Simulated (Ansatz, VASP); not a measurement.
# BN in VASP and in Ansatz

```
CELL_PARAMETERS angstrom
2.51212 0.00000 0.00000
-1.25606 2.17556 0.00000
0.00000 0.00000 8.51796
ATOMIC_POSITIONS crystal
B 0.00000 0.00000 0.50000
B 0.33333 0.66667 0.00000
N 0.33333 0.66667 0.50000
N 0.66667 0.33333 0.00000
```

Alike in both runs: functional PBE; k mesh 12 × 12 × 4; no spin polarisation.

Ansatz relaxed the structure, and its values are those at the end. VASP's run is a single point on that final structure, the one shown.

|  | VASP | Ansatz |
| --- | --- | --- |
| version | VASP 6.6.1 | Ansatz 0.2.0 |
| potentials or method | VASP PAW PBE potentials, release 64 (B, N), cutoff 520 eV | scalar-relativistic, plane waves, PAW |
| occupations | gaussian, width 0.01 eV | fixed |
| valence electrons in the cell | 16 | 16 |

```csv
,VASP,Ansatz,Ansatz less VASP
gap on the k mesh at the Fermi level (eV),4.35,4.35,0.000
least direct gap on the mesh (eV),4.65,4.65,+0.002
pressure (GPa),0.0,0.0,-0.05
```
